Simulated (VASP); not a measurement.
Wanted: the native input for a VASP 6.6.1 run.

| Item | Value |
| --- | --- |
| Task | single point |
| Functional | PBE |
| Potentials or basis | VASP PAW PBE potentials, release 64 (Ti_sv, O) |
| Cutoff | 520 eV |
| k mesh | 10 × 10 × 10 |
| Occupations | fermi-dirac, width 0.02 eV |
| Spin | no spin polarisation |
| Dipole correction | no |
| Further INCAR settings | ALGO = Normal; EDIFF = 1e-07; NBANDS = 33 |

The structure of TiO2 lies in POSCAR:

```
TiO2
1.0
   -1.8888985843      1.8888985843      4.7916842953
    1.8888985843     -1.8888985843      4.7916842953
    1.8888985843      1.8888985843     -4.7916842953
Ti O
2 4
Direct
    0.7500000000      0.2500000000      0.5000000000
    0.0000000000      0.0000000000      0.0000000000
    0.5427126158      0.0427126158      0.5000000000
    0.7927126158      0.7927126158      0.0000000000
    0.2072873842      0.2072873842      0.0000000000
    0.9572873842      0.4572873842      0.5000000000
```

These files were run (other wordings do the same):

INCAR

```
SYSTEM = TiO2
ALGO = Normal
EDIFF = 1E-7
ENCUT = 520
GGA = PE
ISIF = 2
ISMEAR = -1
LASPH = .TRUE.
LCHARG = .TRUE.
LELF = .TRUE.
LREAL = .FALSE.
LVHAR = .TRUE.
LWAVE = .FALSE.
NBANDS = 33
NELM = 80
PREC = Accurate
SIGMA = 0.02
```

KPOINTS

```
k-points
0
G
  10 10 10
  0 0 0
```

Potentials or basis: VASP PAW PBE potentials, release 64 (Ti_sv, O).

Run with:

```console
$ cat potpaw_PBE.64/Ti_sv/POTCAR potpaw_PBE.64/O/POTCAR > POTCAR
$ mpirun -np 1 vasp_std > vasp.out
```

It gave:

| Item | Value |
| --- | --- |
| Pressure | 5.4 GPa |
| Largest force | 0.107 eV/Å |
| Band gap on the k mesh | 2.14 eV (least direct gap 2.45 eV) |

Caveat: the cell stands under pressure.

It took 10 min on 1 thread of Intel Xeon 8259CL, on a shared host, peak memory 0.38 GiB.
